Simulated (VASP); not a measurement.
# BaH (Pm-3m) in VASP: further runs, part 2 of 2

VASP 6.6.1. The steps go on from the part before.

### 3 Relaxation of cell and atoms, PBE

This run uses another cell than the first one, of 25.36 Å³/atom.

The input, INCAR:

```
SYSTEM = BaH
ALGO = Normal ; EDIFF = 1E-7
EDIFFG = -0.01 ; ENCUT = 910
GGA = PE ; GGA_COMPAT = .FALSE.
IBRION = 2 ; ISIF = 3
ISMEAR = 0 ; LASPH = .TRUE.
LCHARG = .FALSE. ; LREAL = .FALSE.
LWAVE = .FALSE. ; NELM = 120
NELMIN = 4 ; NSW = 100
PREC = Accurate ; SIGMA = 0.1
```

The input, KPOINTS:

```
k-points
0
G
  16 16 16
  0 0 0
```

The input, POSCAR:

```
BaH
1.0
    3.7014107200      0.0000000000      0.0000000000
    0.0000000000      3.7014107200      0.0000000000
    0.0000000000      0.0000000000      3.7014107200
Ba H
1 1
Direct
    0.0000000000      0.0000000000      0.0000000000
    0.5000000000      0.5000000000      0.5000000000
```

Potentials or basis: VASP PAW PBE potentials, release 64 (Ba_sv, H_h).

Command:

```
$ cat potpaw_PBE.64/Ba_sv/POTCAR potpaw_PBE.64/H_h/POTCAR > POTCAR
$ mpirun -np 1 vasp_std > vasp.out
```

OUTCAR:

```text
SYSTEM = BaH
   EDIFF = 1E-7
   EDIFFG = -0.01
   ENCUT = 910
   GGA = PE
   IBRION = 2
   ISIF = 3
   ISMEAR = 0
   LASPH = .TRUE.
   LREAL = .FALSE.
   NELM = 120
   NELMIN = 4
   NSW = 100
   PREC = Accurate

 ion  position               nearest neighbor table
   1  0.000  0.000  0.000-
   2  0.500  0.500  0.500-

  LATTYP: Found a simple cubic cell.
 ALAT       =     3.7014107200

  Lattice vectors:

 A1 = (   3.7014107200,   0.0000000000,   0.0000000000)
 A2 = (   0.0000000000,   3.7014107200,   0.0000000000)
 A3 = (   0.0000000000,   0.0000000000,   3.7014107200)

Analysis of symmetry for initial positions (statically):
=====================================================================
 Subroutine PRICEL returns:
 Original cell was already a primitive cell.

 Routine SETGRP: Setting up the symmetry group for a
 simple cubic supercell.

 Subroutine GETGRP returns: Found 48 space group operations
 (whereof 48 operations were pure point group operations)
 out of a pool of 48 trial point group operations.

The static configuration has the point symmetry O_h .

Analysis of symmetry for dynamics (positions and initial velocities):
=====================================================================
 Subroutine PRICEL returns:
 Original cell was already a primitive cell.

 Routine SETGRP: Setting up the symmetry group for a
 simple cubic supercell.

 Subroutine GETGRP returns: Found 48 space group operations
 (whereof 48 operations were pure point group operations)
 out of a pool of 48 trial point group operations.

The dynamic configuration has the point symmetry O_h .

 Subroutine INISYM returns: Found 48 space group operations
 (whereof 48 operations are pure point group operations),
 and found     1 'primitive' translations

----------------------------------------------------------------------------------------

                                     Primitive cell

  volume of cell :      50.7110

  direct lattice vectors                    reciprocal lattice vectors
     3.701410720  0.000000000  0.000000000     0.270167262  0.000000000  0.000000000
     0.000000000  3.701410720  0.000000000     0.000000000  0.270167262  0.000000000
     0.000000000  0.000000000  3.701410720     0.000000000  0.000000000  0.270167262

  length of vectors
     3.701410720  3.701410720  3.701410720     0.270167262  0.270167262  0.270167262

  position of ions in fractional coordinates (direct lattice)
     0.000000000  0.000000000  0.000000000
     0.500000000  0.500000000  0.500000000

  ion indices of the primitive-cell ions
   primitive index   ion index
                 1           1
                 2           2

----------------------------------------------------------------------------------------

 KPOINTS: k-points

Automatic generation of k-mesh.
 Grid dimensions read from file:
 generate k-points for:   16   16   16

 Generating k-lattice:

  Cartesian coordinates                     Fractional coordinates (reciprocal lattice)
     0.016885454  0.000000000  0.000000000     0.062500000  0.000000000  0.000000000
[... 45 lines left out ...]
   dimension x,y,z NGXF=    72 NGYF=   72 NGZF=   72
   ions per type =               1   1
   NGX,Y,Z   is equivalent  to a cutoff of  16.17, 16.17, 16.17 a.u.
   NGXF,Y,Z  is equivalent  to a cutoff of  32.34, 32.34, 32.34 a.u.
 SYSTEM =  BaH
   PREC   = accura    normal or accurate (medium, high low for compatibility)
   ISTART =      0    job   : 0-new  1-cont  2-samecut
   ICHARG =      2    charge: 1-file 2-atom 10-const
   ISPIN  =      1    spin polarized calculation?
   LNONCOLLINEAR =      F non collinear calculations
   LSORBIT =      F    spin-orbit coupling
   LASPH  =      T    aspherical Exc in radial PAW
   ENCUT  =  910.0 eV  66.88 Ry    8.18 a.u.   9.10  9.10  9.10*2*pi/ulx,y,z
   NELM   =    120;   NELMIN=  4; NELMDL= -5     # of ELM steps
   EDIFF  = 0.1E-06   stopping-criterion for ELM
   LREAL  =      F    real-space projection
   EDIFFG = -.1E-01   stopping-criterion for IOM
   NSW    =    100    number of steps for IOM
   IBRION =      2    ionic relax: 0-MD 1-quasi-New 2-CG
   NFREE  =      1    steps in history (QN), initial steepest desc. (CG)
   ISIF   =      3    stress and relaxation
   ISYM   =      2    0-nonsym 1-usesym 2-fastsym
   POTIM  = 0.5000    time-step for ionic-motion
   TEBEG  =    0.0;   TEEND  =   0.0 temperature during run
   PSTRESS=    0.0 pullay stress
   NELECT =      11.0000    total number of electrons
   NUPDOWN=      -1.0000    fix difference up-down
   EMIN   =  10.00;   EMAX   =-10.00  energy-range for DOS
   EFERMI =   0.00;   METHOD = LEGACY
   ISMEAR =     0;   SIGMA  =   0.10  broadening in eV -4-tet -1-fermi 0-gaus
   EFERMI_NEDOS =   21; number of points for ismear=-14 and -15
   IALGO  =     38    algorithm
   IMIX   =      4    mixing-type and parameters
     AMIX     =   0.40;   BMIX     =  1.00
     AMIX_MAG =   1.60;   BMIX_MAG =  1.00
  volume/ion in A,a.u.               =      25.36       171.11
  Fermi-wavevector in a.u.,A,eV,Ry     =   0.983645  1.858820 13.164422  0.967558
  Thomas-Fermi vector in A             =   2.114819
   LORBIT       =      0    0 simple, 1 ext, 2 COOP (PROOUT), +10 PAW based schemes
   GGA     = PE    functional components
   LHFCALC =     F    Hartree Fock is set to
   AEXX    =    0.0000 exact exchange contribution
   IVDW    =     0    specifies the selected vdW correction
   LEPSILON=     F    determine dielectric tensor
   LRPA    =     F    only Hartree local field effects (RPA)
 conjugate gradient relaxation of ions
 non-spin polarized calculation
 Gauss-broadening in eV      SIGMA  =   0.10
  energy-cutoff  :      910.00
  volume of cell :       50.71
 maximum number of plane-waves:      3184
   NGX = 19   NGY = 19   NGZ = 19

--------------------------------------- Ionic step        1  -------------------------------------------

 number of electron      11.0000001 magnetization

 Free energy of the ion-electron system (eV)
  ---------------------------------------------------
  ext. energy  EPLUGINS =         0.00000000
  ---------------------------------------------------
  free energy    TOTEN  =        -5.09035681 eV

  energy without entropy =       -5.07772715  energy(sigma->0) =       -5.08404198

------------------------ aborting loop because EDIFF is reached ----------------------------------------

  FORCE on cell =-STRESS in cart. coord.  units (eV):
  Direction    XX          YY          ZZ          XY          YZ          ZX
  --------------------------------------------------------------------------------------
  -------------------------------------------------------------------------------------
  Total       -0.3773816     -0.3773816     -0.3773816      0.0000000      0.0000000      0.0000000
  in kB      -11.9231075    -11.9231075    -11.9231075      0.0000000      0.0000000      0.0000000
  external PRESSURE =     -11.9231075 kB  Pullay stress =       0.0000000 kB
[... 59 lines left out ...]
--------------------------------------- Ionic step        3  -------------------------------------------

 number of electron      10.9999999 magnetization

 Free energy of the ion-electron system (eV)
  ---------------------------------------------------
  ext. energy  EPLUGINS =         0.00000000
  ---------------------------------------------------
  free energy    TOTEN  =        -5.10473601 eV

  energy without entropy =       -5.09128318  energy(sigma->0) =       -5.09800959

 E-fermi :   3.4294     XC(G=0):  -8.7641

 val. band max:        3.4275034635   @ k =   0.3750   0.3125   0.0000
 cond. band min:       3.4302098070   @ k =   0.5000   0.3750   0.3125
 fundamental gap:      0.0027063435
 Fermi energy:         3.4293648083

 k-point     1 :       0.0000    0.0000    0.0000
  band No.  band energies     occupation
      1     -25.8476      2.00000
      2     -10.3337      2.00000
      3     -10.3337      2.00000
      4     -10.3337      2.00000
      5      -2.0874      2.00000
      6       2.8092      2.00000
      7       2.8092      2.00000
      8       8.0740      0.00000
      9       9.3379      0.00000
[... 265 lines left out ...]
 k-point    24 :       0.5000    0.1250    0.0000
  band No.  band energies     occupation
      1     -25.6626      2.00000
      2     -11.8065      2.00000
      3     -10.4134      2.00000
      4     -10.1626      2.00000
      5      -0.1760      2.00000
      6       2.7445      2.00000
      7       3.9756      0.00000
      8       5.7777      0.00000
      9       6.0869      0.00000

 [... further k-points ...]

------------------------ aborting loop because EDIFF is reached ----------------------------------------

  FORCE on cell =-STRESS in cart. coord.  units (eV):
  Direction    XX          YY          ZZ          XY          YZ          ZX
  --------------------------------------------------------------------------------------
  -------------------------------------------------------------------------------------
  Total       -0.0129836     -0.0129836     -0.0129836     -0.0000000      0.0000000      0.0000000
  in kB       -0.4411758     -0.4411758     -0.4411758     -0.0000000      0.0000000      0.0000000
  external PRESSURE =      -0.4411758 kB  Pullay stress =       0.0000000 kB
[... 17 lines left out ...]
  FREE ENERGIE OF THE ION-ELECTRON SYSTEM (eV)
  ---------------------------------------------------
  free  energy   TOTEN  =        -5.1047360109 eV

  energy  without entropy=       -5.0912831756  energy(sigma->0) =       -5.09800959

 reached required accuracy - stopping structural energy minimisation
```

OSZICAR:

```text
N       E                     dE             d eps       ncg     rms          rms(c)
DAV:   1     0.766006180218E+02    0.76601E+02   -0.64358E+03  2970   0.155E+03
DAV:   2    -0.270819913688E+01   -0.79309E+02   -0.77827E+02  4017   0.189E+02
DAV:   3    -0.526377788035E+01   -0.25556E+01   -0.25259E+01  3627   0.436E+01
DAV:   4    -0.530835556014E+01   -0.44578E-01   -0.44288E-01  4695   0.466E+00
[... 27 lines left out ...]
DAV:   5    -0.510461043733E+01   -0.69207E-03   -0.93551E-04  4463   0.271E-01    0.541E-02
DAV:   6    -0.510473528780E+01   -0.12485E-03   -0.14682E-04  4164   0.153E-01    0.171E-02
DAV:   7    -0.510473089990E+01    0.43879E-05   -0.20128E-05  3699   0.271E-02    0.109E-02
DAV:   8    -0.510473593099E+01   -0.50311E-05   -0.18130E-05  3295   0.622E-02    0.160E-03
DAV:   9    -0.510473601094E+01   -0.79946E-07   -0.12746E-07  3571   0.426E-03
   3 F= -.51047360E+01 E0= -.50980096E+01  d E =-.143792E-01
```

Wall time 2.7 min (1 thread of AMD EPYC 9R45 (Zen 5), shared host); peak memory 0.35 GiB.

What came out:

```yaml
Free_energy: -5.1047 eV
Relaxed_volume: 23.58 Å³/atom
Relaxed_cell: a = 3.613 Å, b = 3.613 Å, c = 3.613 Å, α = 90.00°, β = 90.00°, γ = 90.00°
Space_group_after_relaxing_to_0.1_Å: Pm-3m (No. 221)
Energy_gained_by_relaxing: 7.2 meV/atom
Ionic_steps: 3
Pressure_after_relaxing: 0.0 GPa
Band_gap_on_the_k_mesh: zero (an odd number of electrons rules out a gap without spin polarisation)
```

Step by step:
```csv
step,energy change (eV),largest force (eV/Å),pressure (GPa),volume (Å³)
1,0.0000,0.0000,-1.19,50.71
2,-0.0085,0.0000,-0.80,49.34
3,-0.0144,0.0000,-0.04,47.15
```

Final structure:
```yaml
crystal:
  lattice:
    - [3.61270, 0.00000, 0.00000]
    - [0.00000, 3.61270, 0.00000]
    - [0.00000, 0.00000, 3.61270]
  atoms:
    - { symbol: Ba, position: [0.00000, 0.00000, 0.00000] }
    - { symbol: H, position: [0.50000, 0.50000, 0.50000] }
```

Caveat: spin-orbit coupling is left out, which moves the levels of the heavy elements.
